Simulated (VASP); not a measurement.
Runs of VASP 6.6.1 on Si5F. The structure is that of space group P6/mmm (No. 191), or close to it. The cells are those of the table. 

```tsv
task	cell	k mesh	cutoff (eV)	gap on the mesh (eV)	pressure (GPa)	largest force (eV/Å)
single point	a = 4.983, b = 4.983, c = 4.036 Å, angles 90.0, 90.0, 120.0°, 6 atoms	6 × 6 × 4	520	none	(a)	9.34
single point	a = 4.347, b = 4.347, c = 5.138 Å, angles 90.0, 90.0, 120.0°, 6 atoms	6 × 6 × 4	520	none	-0.1	0.01
relaxation of cell and atoms	relaxed from a = 4.983, b = 4.983, c = 4.036 Å, angles 90.0, 90.0, 120.0°, 6 atoms	6 × 6 × 4	600	none	0.0	0.01
single point	a = 4.352, b = 4.352, c = 5.149 Å, angles 90.0, 90.0, 120.0°, 6 atoms	12 × 12 × 8	520	none	-0.1	-
```

Alike in all rows: level PBE; potentials or basis VASP PAW PBE potentials, release 64 (Si, F); no spin polarisation; smearing gaussian 0.1 eV.

Problem. Fill in the values left out.

Solution. (a) 28.1.

Caveats: some runs use coarse meshes; an odd number of electrons without spin polarisation forces a metal; a magnetic or distorted state may lie lower.

A gap of «none» marks levels without a gap at the run's occupations.
